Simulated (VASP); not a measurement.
**WS2: single point with PBE**

WS2:

```
W S
1.0
     3.05066    0.00000    0.00000
     0.00000    3.05066    0.00000
     0.00000    0.00000    6.32415
W S
1 2
Cartesian
  0.0000 0.0000 0.0000
  1.5253 1.5253 1.7981
  1.5253 1.5253 4.5260
```

```yaml
Program: VASP 6.6.1
Task: single point
Functional: PBE
Potentials_or_basis: VASP PAW PBE potentials, release 64 (W_sv, S)
Cutoff: 520 eV
k_mesh: 6 × 6 × 4
Occupations: gaussian, width 0.1 eV
Spin: collinear spin, ferrimagnetic start
Starting_moments: "[0.08, -0.01, -0.01] μB"
Dipole_correction: no
Further_INCAR_settings: ALGO = Normal; EDIFF = 1e-07; NBANDS = 24
```

The pressure is -18.4 GPa, the largest force is 4.356 eV/Å and the band gap on the k mesh is zero (filled and empty bands overlap). The net moment is 0.00 μB per cell and the valence electrons inside the program's atomic spheres are W 11.57; S 3.58.

Forces in eV/Å, atoms in the order of the input:
```
W    0.000  0.000  0.000
S    0.000  0.000 -4.356
S    0.000  0.000  4.356
```

Stress tensor (GPa, compression positive):
```
-13.77   0.00   0.00
  0.00 -13.77   0.00
  0.00   0.00 -27.57
```

Levels at points of the mesh, in eV from the Fermi level:
Spin up:
| k point | band 11 | band 12 | band 13 | band 14 | band 15 | band 16 |
| --- | --- | --- | --- | --- | --- | --- |
| (0.00, 0.00, 0.00) | -1.39 | -0.78 | -0.44 | -0.44 | 1.93 | 3.25 |
| (0.50, 0.00, 0.00) | -2.04 | -1.48 | 0.87 | 0.92 | 1.80 | 2.21 |
| (0.50, 0.50, 0.00) | -4.48 | -0.73 | 0.70 | 1.72 | 1.98 | 1.98 |
| (0.00, 0.00, 0.50) | -1.62 | -0.09 | 0.07 | 0.07 | 1.93 | 2.74 |
| (0.50, 0.00, 0.50) | -2.09 | -1.36 | 0.41 | 0.87 | 1.97 | 2.61 |
| (0.50, 0.50, 0.50) | -3.63 | -2.58 | -0.57 | 0.92 | 0.92 | 3.51 |
Spin down:
| k point | band 11 | band 12 | band 13 | band 14 | band 15 | band 16 |
| --- | --- | --- | --- | --- | --- | --- |
| (0.00, 0.00, 0.00) | -1.39 | -0.78 | -0.44 | -0.44 | 1.93 | 3.25 |
| (0.50, 0.00, 0.00) | -2.04 | -1.48 | 0.88 | 0.92 | 1.80 | 2.21 |
| (0.50, 0.50, 0.00) | -4.48 | -0.73 | 0.70 | 1.72 | 1.98 | 1.98 |
| (0.00, 0.00, 0.50) | -1.62 | -0.09 | 0.07 | 0.07 | 1.93 | 2.74 |
| (0.50, 0.00, 0.50) | -2.09 | -1.36 | 0.41 | 0.87 | 1.97 | 2.61 |
| (0.50, 0.50, 0.50) | -3.63 | -2.58 | -0.56 | 0.92 | 0.92 | 3.51 |

It took 39 s on 1 thread of Intel(R) Xeon(R) 6975P-C (Granite Rapids), on a shared host, peak memory 0.22 GiB.

Caveat: spin-orbit coupling is left out, which moves the levels of the heavy elements; forces of over 1 eV/Å act on the atoms, so gaps and moduli don't describe the material at rest.
